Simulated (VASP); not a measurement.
## CdF2: single point with LDA

CdF2:

```
CELL_PARAMETERS angstrom
0.00000 2.64883 2.64883
2.64883 0.00000 2.64883
2.64883 2.64883 0.00000
ATOMIC_POSITIONS crystal
Cd 0.77348 0.00000 0.00000
F 0.25000 0.25000 0.25000
F 0.75000 0.75000 0.75000
```

This cell differs from its parent crystal: atom 1 (Cd) moved by (-0.600, -0.600) A along y and z.

```
Program             : VASP 6.6.1
Task                : single point
Functional          : LDA
Potentials or basis : VASP PAW LDA potentials, release 64 (Cd_sv_GW, F)
Cutoff              : 700 eV
k mesh              : 8 × 8 × 8
Occupations         : gaussian, width 0.05 eV
Spin                : no spin polarisation
```

* Pressure: 69.2 GPa
* Largest force: 17.298 eV/Å
* Band gap on the k mesh: 1.57 eV (least direct gap 2.73 eV)

Forces in eV/Å, atoms in the order of the input:
```
Cd    0.000  12.231  12.231
F    11.613  -6.116  -6.116
F   -11.613  -6.116  -6.116
```

Stress tensor (GPa, compression positive):
```
133.18   0.00   0.00
  0.00  37.18  38.43
  0.00  38.43  37.18
```

Levels at points of the mesh, in eV from the valence-band top:
```tsv
k point	band 15	band 16	band 17	band 18	band 19	band 20
(0.00, 0.00, 0.00)	-1.93	-1.57	-1.16	1.57	10.57	12.69
(0.50, 0.00, 0.00)	-2.81	-1.95	-1.09	5.66	7.54	12.63
(0.00, 0.50, 0.00)	-2.55	-1.87	-1.25	5.36	6.76	14.25
(0.50, 0.50, 0.00)	-2.37	-1.84	-0.32	6.22	7.59	9.11
(0.00, 0.50, 0.50)	-2.88	-2.34	-0.04	5.99	9.08	9.13
```

Wall time 50 s on 1 thread of AMD EPYC 9R45 96-Core Processor (Zen 5) (shared host), peak memory 0.24 GiB.

Caveat: the cell differs from its parent crystal (atom 1 (Cd) moved by (-0.600, -0.600) A along y and z); the stress differs along the axes, from 37 to 133 GPa; forces of over 1 eV/Å act on the atoms, so gaps and moduli don't describe the material at rest. A k mesh can miss the band edges.
